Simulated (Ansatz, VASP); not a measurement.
## Ag: VASP beside Ansatz

```
Ag
1.0
     2.57431    0.00000    0.00000
     0.00000    2.57431    0.00000
     0.00000    0.00000    2.57431
Ag
1
Direct
  0.00000 0.00000 0.00000
```

Change from the starting cell: volume scaled by 0.92, LAPW.

Alike in both runs: task single point; functional LDA; k mesh 16 × 16 × 16; occupations fermi-dirac, width 0.1 eV; no spin polarisation.

|  | VASP | Ansatz |
| --- | --- | --- |
| version | VASP 6.6.1 | Ansatz 0.2.0 |
| potentials or method | VASP PAW LDA potentials, release 64 (Ag), cutoff 520 eV | all-electron LAPW, scalar-relativistic |

```tsv
	VASP	Ansatz	Ansatz less VASP
pressure (GPa)	11.0	11.0	0.00
```

LDA's correlation is that of Perdew and Zunger in VASP and of Perdew and Wang (1992) in Ansatz. Ansatz ran all-electron here, and VASP with PAW potentials.
